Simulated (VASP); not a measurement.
# ZnSe (F-43m) in VASP: a series of runs

ZnSe is run at these levels: PBE; tasks: relaxation of cell and atoms, single point.

Everything below comes from runs of VASP 6.6.1. Logs are shortened: lines on timing, memory, paths and dates and some standing lists are left out, and cuts for length are marked.

## 1. The cell of the first run

Symmetry: F-43m, No. 216, cubic system. Conventional cell: a = 5.668 Å, b = 5.668 Å, c = 5.668 Å, α = 90.00°, β = 90.00°, γ = 90.00°. Zn (site symmetry -43m) has 4 Se at 2.45 Å within 3.2 Å. Se (site symmetry -43m) has 4 Zn at 2.45 Å within 3.2 Å.

## 2. Relaxation of cell and atoms, PBE

The input, INCAR:

```
SYSTEM = ZnSe
ALGO = Normal
EDIFF = 1E-6
EDIFFG = -0.005
ENCUT = 600
GGA = PE
IBRION = 2
ISIF = 3
ISMEAR = 0
LASPH = .True.
LCHARG = .False.
LREAL = .False.
LWAVE = .False.
NELM = 100
NSW = 100
PREC = Accurate
SIGMA = 0.02
```

The input, KPOINTS:

```
k-points
0
Gamma
  8 8 8
  0 0 0
```

The input, POSCAR:

```
ZnSe
1.0
    0.0000000000      2.8338000000      2.8338000000
    2.8338000000      0.0000000000      2.8338000000
    2.8338000000      2.8338000000      0.0000000000
Zn Se
1 1
Direct
    0.0000000000      0.0000000000      0.0000000000
    0.7500000000      0.7500000000      0.7500000000
```

Potentials or basis: VASP PAW PBE potentials, release 64 (Zn, Se).

Started as:

```console
cat potpaw_PBE.64/Zn/POTCAR potpaw_PBE.64/Se/POTCAR > POTCAR
mpirun -np 1 vasp_std > vasp.out
```

OUTCAR:

```text
SYSTEM = ZnSe
   EDIFF = 1E-6
   EDIFFG = -0.005
   ENCUT = 600
   GGA = PE
   IBRION = 2
   ISIF = 3
   ISMEAR = 0
   LASPH = .True.
   LREAL = .False.
   NELM = 100
   NSW = 100
   PREC = Accurate

 ion  position               nearest neighbor table
   1  0.000  0.000  0.000-   2 2.45   2 2.45   2 2.45   2 2.45
   2  0.750  0.750  0.750-   1 2.45   1 2.45   1 2.45   1 2.45

  LATTYP: Found a face centered cubic cell.
 ALAT       =     5.6676000000

  Lattice vectors:

 A1 = (   0.0000000000,   2.8338000000,   2.8338000000)
 A2 = (   2.8338000000,   0.0000000000,   2.8338000000)
 A3 = (   2.8338000000,   2.8338000000,   0.0000000000)

Analysis of symmetry for initial positions (statically):
=====================================================================
 Subroutine PRICEL returns:
 Original cell was already a primitive cell.

 Routine SETGRP: Setting up the symmetry group for a
 face centered cubic supercell.

 Subroutine GETGRP returns: Found 24 space group operations
 (whereof 24 operations were pure point group operations)
 out of a pool of 48 trial point group operations.

The static configuration has the point symmetry T_d .

Analysis of symmetry for dynamics (positions and initial velocities):
=====================================================================
 Subroutine PRICEL returns:
 Original cell was already a primitive cell.

 Routine SETGRP: Setting up the symmetry group for a
 face centered cubic supercell.

 Subroutine GETGRP returns: Found 24 space group operations
 (whereof 24 operations were pure point group operations)
 out of a pool of 48 trial point group operations.

The dynamic configuration has the point symmetry T_d .

 Subroutine INISYM returns: Found 24 space group operations
 (whereof 24 operations are pure point group operations),
 and found     1 'primitive' translations

----------------------------------------------------------------------------------------

                                     Primitive cell

  volume of cell :      45.5132

  direct lattice vectors                    reciprocal lattice vectors
     0.000000000  2.833800000  2.833800000    -0.176441527  0.176441527  0.176441527
     2.833800000  0.000000000  2.833800000     0.176441527 -0.176441527  0.176441527
     2.833800000  2.833800000  0.000000000     0.176441527  0.176441527 -0.176441527

  length of vectors
     4.007598393  4.007598393  4.007598393     0.305605690  0.305605690  0.305605690

  position of ions in fractional coordinates (direct lattice)
     0.000000000  0.000000000  0.000000000
     0.750000000  0.750000000  0.750000000

  ion indices of the primitive-cell ions
   primitive index   ion index
                 1           1
                 2           2

----------------------------------------------------------------------------------------

 KPOINTS: k-points

Automatic generation of k-mesh.
 Grid dimensions read from file:
 generate k-points for:    8    8    8

 Generating k-lattice:

  Cartesian coordinates                     Fractional coordinates (reciprocal lattice)
    -0.022055191  0.022055191  0.022055191     0.125000000  0.000000000  0.000000000
     0.022055191 -0.022055191  0.022055191     0.000000000  0.125000000  0.000000000
     0.022055191  0.022055191 -0.022055191     0.000000000  0.000000000  0.125000000

  Length of vectors
     0.038200711  0.038200711  0.038200711

  Shift w.r.t. Gamma in fractional coordinates (k-lattice)
     0.000000000  0.000000000  0.000000000

 Subroutine IBZKPT returns following result:
 ===========================================

 Found     29 irreducible k-points:

 Following reciprocal coordinates:
            Coordinates               Weight
  0.000000  0.000000  0.000000      1.000000
  0.125000  0.000000  0.000000      8.000000
  0.250000  0.000000  0.000000      8.000000
  0.375000  0.000000  0.000000      8.000000
  0.500000  0.000000  0.000000      4.000000
  0.125000  0.125000  0.000000      6.000000
[... 16 lines left out ...]
  0.500000  0.250000  0.125000     48.000000
 -0.375000  0.250000  0.125000     24.000000
 [... further k-points ...]
   k-points           NKPTS =     29   k-points in BZ     NKDIM =     29   number of bands    NBANDS=     13
   number of dos      NEDOS =    301   number of ions     NIONS =      2
   total plane-waves  NPLWV =  32768
   dimension x,y,z NGX =    32 NGY =   32 NGZ =   32
   dimension x,y,z NGXF=    64 NGYF=   64 NGZF=   64
   ions per type =               1   1
   NGX,Y,Z   is equivalent  to a cutoff of  13.27, 13.27, 13.27 a.u.
   NGXF,Y,Z  is equivalent  to a cutoff of  26.55, 26.55, 26.55 a.u.
 SYSTEM =  ZnSe
   PREC   = accura    normal or accurate (medium, high low for compatibility)
   ISTART =      0    job   : 0-new  1-cont  2-samecut
   ICHARG =      2    charge: 1-file 2-atom 10-const
   ISPIN  =      1    spin polarized calculation?
   LNONCOLLINEAR =      F non collinear calculations
   LSORBIT =      F    spin-orbit coupling
   LASPH  =      T    aspherical Exc in radial PAW
   ENCUT  =  600.0 eV  44.10 Ry    6.64 a.u.   8.00  8.00  8.00*2*pi/ulx,y,z
   NELM   =    100;   NELMIN=  2; NELMDL= -5     # of ELM steps
   EDIFF  = 0.1E-05   stopping-criterion for ELM
   LREAL  =      F    real-space projection
   EDIFFG = -.5E-02   stopping-criterion for IOM
   NSW    =    100    number of steps for IOM
   IBRION =      2    ionic relax: 0-MD 1-quasi-New 2-CG
   NFREE  =      1    steps in history (QN), initial steepest desc. (CG)
   ISIF   =      3    stress and relaxation
   ISYM   =      2    0-nonsym 1-usesym 2-fastsym
   POTIM  = 0.5000    time-step for ionic-motion
   TEBEG  =    0.0;   TEEND  =   0.0 temperature during run
   PSTRESS=    0.0 pullay stress
   NELECT =      18.0000    total number of electrons
   NUPDOWN=      -1.0000    fix difference up-down
   EMIN   =  10.00;   EMAX   =-10.00  energy-range for DOS
   EFERMI =   0.00;   METHOD = LEGACY
   ISMEAR =     0;   SIGMA  =   0.02  broadening in eV -4-tet -1-fermi 0-gaus
   EFERMI_NEDOS =   21; number of points for ismear=-14 and -15
   IALGO  =     38    algorithm
   IMIX   =      4    mixing-type and parameters
     AMIX     =   0.40;   BMIX     =  1.00
     AMIX_MAG =   1.60;   BMIX_MAG =  1.00
  volume/ion in A,a.u.               =      22.76       153.57
  Fermi-wavevector in a.u.,A,eV,Ry     =   1.201673  2.270834 19.647073  1.444019
  Thomas-Fermi vector in A             =   2.337476
   LORBIT       =      0    0 simple, 1 ext, 2 COOP (PROOUT), +10 PAW based schemes
   GGA     = PE    functional components
   LHFCALC =     F    Hartree Fock is set to
   AEXX    =    0.0000 exact exchange contribution
   IVDW    =     0    specifies the selected vdW correction
   LEPSILON=     F    determine dielectric tensor
   LRPA    =     F    only Hartree local field effects (RPA)
 conjugate gradient relaxation of ions
 non-spin polarized calculation
 Gauss-broadening in eV      SIGMA  =   0.02
  energy-cutoff  :      600.00
  volume of cell :       45.51
 maximum number of plane-waves:      1540
   NGX = 17   NGY = 17   NGZ = 17

--------------------------------------- Ionic step        1  -------------------------------------------

 number of electron      17.9999991 magnetization

 Free energy of the ion-electron system (eV)
  ---------------------------------------------------
  ext. energy  EPLUGINS =         0.00000000
  ---------------------------------------------------
  free energy    TOTEN  =        -6.01988493 eV

  energy without entropy =       -6.01988493  energy(sigma->0) =       -6.01988493

------------------------ aborting loop because EDIFF is reached ----------------------------------------

  FORCE on cell =-STRESS in cart. coord.  units (eV):
  Direction    XX          YY          ZZ          XY          YZ          ZX
  --------------------------------------------------------------------------------------
  -------------------------------------------------------------------------------------
  Total        0.6634438      0.6634438      0.6634438      0.0000000      0.0000000     -0.0000000
  in kB       23.3548543     23.3548543     23.3548543      0.0000000      0.0000000     -0.0000000
  external PRESSURE =      23.3548543 kB  Pullay stress =       0.0000000 kB
[... 129 lines left out ...]
  energy  without entropy=       -6.0320652497  energy(sigma->0) =       -6.03206525

--------------------------------------- Ionic step        5  -------------------------------------------

 number of electron      18.0000015 magnetization

 Free energy of the ion-electron system (eV)
  ---------------------------------------------------
  ext. energy  EPLUGINS =         0.00000000
  ---------------------------------------------------
  free energy    TOTEN  =        -6.03208032 eV

  energy without entropy =       -6.03208032  energy(sigma->0) =       -6.03208032

 E-fermi :   1.4294     XC(G=0):  -9.1475

 val. band max:        1.2918921072   @ k =   0.0000   0.0000   0.0000
 cond. band min:       2.4297193492   @ k =   0.0000   0.0000   0.0000
 fundamental gap:      1.1378272420
 Fermi energy:         1.4293818938

 k-point     1 :       0.0000    0.0000    0.0000
  band No.  band energies     occupation
      1     -11.7287      2.00000
      2      -5.1225      2.00000
      3      -5.1224      2.00000
      4      -5.1224      2.00000
      5      -4.7866      2.00000
      6      -4.7866      2.00000
      7       1.2919      2.00000
      8       1.2919      2.00000
      9       1.2919      2.00000
     10       2.4297      0.00000
     11       7.1022      0.00000
     12       7.1022      0.00000
     13       7.1022      0.00000
[... 353 lines left out ...]
 k-point    24 :      -0.3750    0.2500    0.1250
  band No.  band energies     occupation
      1     -10.8828      2.00000
      2      -5.0249      2.00000
      3      -4.9934      2.00000
      4      -4.8131      2.00000
      5      -4.7797      2.00000
      6      -4.5948      2.00000
      7      -3.3898      2.00000
      8      -0.9875      2.00000
      9      -0.0789      2.00000
     10       5.4053      0.00000
     11       6.8686      0.00000
     12       8.6017      0.00000
     13       9.8379      0.00000

 [... further k-points ...]

------------------------ aborting loop because EDIFF is reached ----------------------------------------

  FORCE on cell =-STRESS in cart. coord.  units (eV):
  Direction    XX          YY          ZZ          XY          YZ          ZX
  --------------------------------------------------------------------------------------
  -------------------------------------------------------------------------------------
  Total       -0.0072145     -0.0072145     -0.0072145     -0.0000000      0.0000000      0.0000000
  in kB       -0.2444132     -0.2444132     -0.2444132     -0.0000000      0.0000000      0.0000000
  external PRESSURE =      -0.2444132 kB  Pullay stress =       0.0000000 kB
[... 17 lines left out ...]
  FREE ENERGIE OF THE ION-ELECTRON SYSTEM (eV)
  ---------------------------------------------------
  free  energy   TOTEN  =        -6.0320803225 eV

  energy  without entropy=       -6.0320803225  energy(sigma->0) =       -6.03208032

 reached required accuracy - stopping structural energy minimisation
```

Wall time 25 s (1 thread of Intel Xeon 6975P-C (Granite Rapids), shared host); peak memory 0.19 GiB.

What came out:

| Quantity | Value |
| --- | --- |
| Free energy | -6.0321 eV |
| Relaxed volume | 23.65 Å³/atom |
| Relaxed cell | a = 4.059 Å, b = 4.059 Å, c = 4.059 Å, α = 60.00°, β = 60.00°, γ = 60.00° |
| Space group after relaxing (to 0.05 Å) | F-43m (No. 216) |
| Energy gained by relaxing | 6.1 meV/atom |
| Ionic steps | 5 |
| Pressure after relaxing | 0.0 GPa |
| Band gap on the k mesh | 1.14 eV, direct |

Step by step:
| step | energy change (eV) | largest force (eV/Å) | pressure (GPa) | volume (Å³) |
| --- | --- | --- | --- | --- |
| 1 | 0.0000 | 0.0000 | 2.34 | 45.51 |
| 2 | -0.0114 | 0.0000 | -0.55 | 47.73 |
| 3 | -0.0122 | 0.0000 | 0.11 | 47.25 |
| 4 | -0.0122 | 0.0000 | -0.06 | 47.33 |
| 5 | -0.0122 | 0.0000 | -0.02 | 47.29 |

Final structure:
```
CELL_PARAMETERS angstrom
0.00000 2.87025 2.87025
2.87025 0.00000 2.87025
2.87025 2.87025 0.00000
ATOMIC_POSITIONS crystal
Zn 0.00000 0.00000 0.00000
Se 0.75000 0.75000 0.75000
```

## 3. Single point, PBE

The input, INCAR:

```
PREC = Accurate
ENCUT = 520
EDIFF = 1E-6
ISMEAR = 0
SIGMA = 0.01
LREAL = False
LASPH = True
NELM = 60
ALGO = Normal
ISIF = 2
LWAVE = False
LCHARG = False
GGA = PE
NBANDS = 16
```

The input, KPOINTS:

```
Automatic mesh
0
Gamma
  8 8 8
```

The input, POSCAR:

```
ZnSe
1.0
    0.0000000000      2.8353109284      2.8353109284
    2.8353109284      0.0000000000      2.8353109284
    2.8353109284      2.8353109284      0.0000000000
Zn Se
1 1
Direct
    0.0000000000      0.0000000000      0.0000000000
    0.7500000000      0.7500000000      0.7500000000
```

Potentials or basis: VASP PAW PBE potentials, release 64 (Zn, Se).

Started as:

```console
cat potpaw_PBE.64/Zn/POTCAR potpaw_PBE.64/Se/POTCAR > POTCAR
mpirun -np 1 vasp_std > vasp.out
```

OUTCAR:

```text
PREC = Accurate
   ENCUT = 520
   EDIFF = 1E-6
   ISMEAR = 0
   LREAL = False
   LASPH = True
   NELM = 60
   ISIF = 2
   GGA = PE

 ion  position               nearest neighbor table
   1  0.000  0.000  0.000-   2 2.46   2 2.46   2 2.46   2 2.46
   2  0.750  0.750  0.750-   1 2.46   1 2.46   1 2.46   1 2.46

  LATTYP: Found a face centered cubic cell.
 ALAT       =     5.6706218568

  Lattice vectors:

 A1 = (   0.0000000000,   2.8353109284,   2.8353109284)
 A2 = (   2.8353109284,   0.0000000000,   2.8353109284)
 A3 = (   2.8353109284,   2.8353109284,   0.0000000000)

Analysis of symmetry for initial positions (statically):
=====================================================================
 Subroutine PRICEL returns:
 Original cell was already a primitive cell.

 Routine SETGRP: Setting up the symmetry group for a
 face centered cubic supercell.

 Subroutine GETGRP returns: Found 24 space group operations
 (whereof 24 operations were pure point group operations)
 out of a pool of 48 trial point group operations.

The static configuration has the point symmetry T_d .

Analysis of symmetry for dynamics (positions and initial velocities):
[... 160 lines left out ...]
 E-fermi :   1.7142     XC(G=0):  -9.3144

 val. band max:        1.5995160509   @ k =   0.0000   0.0000   0.0000
 cond. band min:       2.8833018052   @ k =   0.0000   0.0000   0.0000
 fundamental gap:      1.2837857542
 Fermi energy:         1.7141842819

 k-point     1 :       0.0000    0.0000    0.0000
  band No.  band energies     occupation
      1     -11.6493      2.00000
      2      -4.9407      2.00000
      3      -4.9407      2.00000
      4      -4.9407      2.00000
      5      -4.5724      2.00000
      6      -4.5724      2.00000
[... 433 lines left out ...]
      3      -4.8005      2.00000
      4      -4.6040      2.00000
      5      -4.5654      2.00000
      6      -4.3640      2.00000
[... 8 lines left out ...]
     15      14.3441      0.00000
     16      15.1592      0.00000

 [... further k-points ...]

------------------------ aborting loop because EDIFF is reached ----------------------------------------

  FORCE on cell =-STRESS in cart. coord.  units (eV):
  Direction    XX          YY          ZZ          XY          YZ          ZX
  --------------------------------------------------------------------------------------
  -------------------------------------------------------------------------------------
  Total        0.6373342      0.6373342      0.6373342      0.0000000     -0.0000000      0.0000000
  in kB       22.3998813     22.3998813     22.3998813      0.0000000     -0.0000000      0.0000000
  external PRESSURE =      22.3998813 kB  Pullay stress =       0.0000000 kB

 VOLUME and BASIS-vectors are now :
 -----------------------------------------------------------------------------
  energy-cutoff  :      520.00
  volume of cell :       45.59
      direct lattice vectors                 reciprocal lattice vectors
     0.000000000  2.835310928  2.835310928    -0.176347502  0.176347502  0.176347502
     2.835310928  0.000000000  2.835310928     0.176347502 -0.176347502  0.176347502
     2.835310928  2.835310928  0.000000000     0.176347502  0.176347502 -0.176347502

 POSITION                                       TOTAL-FORCE (eV/Angst)
 -----------------------------------------------------------------------------------
      0.00000      0.00000      0.00000         0.000000      0.000000      0.000000
      4.25297      4.25297      4.25297        -0.000000     -0.000000     -0.000000
 -----------------------------------------------------------------------------------
    total drift:                                0.000001      0.000001      0.000001

  FREE ENERGIE OF THE ION-ELECTRON SYSTEM (eV)
  ---------------------------------------------------
  free  energy   TOTEN  =        -6.0211600852 eV

  energy  without entropy=       -6.0211600852  energy(sigma->0) =       -6.02116009
```

stdout:

```text
POSCAR found type information on POSCAR ZnSe
 POSCAR found :  2 types and       2 ions
 scaLAPACK will be used
 LDA part: xc-table for (Slater+PW92), standard interpolation
 POSCAR, INCAR and KPOINTS ok, starting setup
 FFT: planning ... GRIDC
 FFT: planning ... GRID_SOFT
 FFT: planning ... GRID
 WAVECAR not read
 entering main loop
```

Wall time 9.5 s (1 thread of Intel Xeon 6975P-C (Granite Rapids), shared host); peak memory 0.17 GiB.

Results:

```
Free energy            : -6.0212 eV
Pressure               : 2.2 GPa
Band gap on the k mesh : 1.28 eV, direct
```

Expect the measured gap to be larger: semilocal functionals such as PBE lack the derivative discontinuity.
